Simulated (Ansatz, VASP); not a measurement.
## AlNi3 in VASP and in Ansatz

```
CELL_PARAMETERS angstrom
3.68189 0.00000 0.00000
0.00000 3.68189 0.00000
0.00000 0.00000 3.68189
ATOMIC_POSITIONS crystal
Al 0.00000 0.00000 0.00000
Ni 0.00000 0.50000 0.50000
Ni 0.50000 0.00000 0.50000
Ni 0.50000 0.50000 0.00000
```

Alike in both runs: task single point; functional PBE; k mesh 14 × 14 × 14; occupations gaussian, width 0.1 eV; collinear spin.

```csv
,VASP,Ansatz
version,VASP 6.6.1,Ansatz 0.2.0
potentials or method,"VASP PAW PBE potentials, release 64 (Al, Ni), cutoff 520 eV","scalar-relativistic, plane waves, PAW"
valence electrons in the cell,33,57
```

VASP gave:

```
gap on the k mesh at the Fermi level (eV)                     : none
pressure (GPa)                                                : -13.7
net moment per atom (μB)                                      : 0.19
size of the moment on the site where the two differ most (μB) : 0.27
```

Estimate Ansatz's values.

gap on the k mesh at the Fermi level (eV): none; pressure (GPa): -13.9; net moment per atom (μB): 0.19; size of the moment on the site where the two differ most (μB): 0.29.

Site moments also hang on the region over which each program counts them. A gap of «none» marks a metal or a gap that the smearing closes. With one functional, cell and mesh, what is left measures potentials, basis and numerics. VASP's potentials hold 33 valence electrons a cell and Ansatz's 57, so a difference there can come from the potentials and not from the codes.
